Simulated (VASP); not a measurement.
C: single point with PBEsol

C:

```
C
1.0
     1.22803    0.70900    3.34701
    -1.22803    0.70900    3.34701
     0.00000   -1.41800    3.34701
C
2
Direct
  0.83600 0.83600 0.83600
  0.16400 0.16400 0.16400
```

```yaml
Program: VASP 6.6.1
Task: single point
Functional: PBEsol
Potentials_or_basis: VASP PAW PBE potentials, release 64 (C)
Cutoff: 520 eV
k_mesh: 14 × 14 × 14
Occupations: fermi-dirac, width 0.15 eV
Spin: no spin polarisation
```

| Quantity | Value |
| --- | --- |
| Pressure | 1.9 GPa |
| Largest force | 0.869 eV/Å |

Forces on the atoms (eV/Å):
```
C    0.000  0.000 -0.869
C    0.000  0.000  0.869
```

Stress tensor (GPa, compression positive):
```
2.37 0.00 0.00
0.00 2.37 0.00
0.00 0.00 0.82
```

Run time: 110 s on 1 thread of Intel Xeon 8259CL (shared host), peak memory 0.18 GiB.

Caveat: this functional lacks dispersion, which binds the layers, so the pressure and a relaxed spacing across them are unreliable; the PAW data sets were made with another functional, which shifts forces and pressure a little.
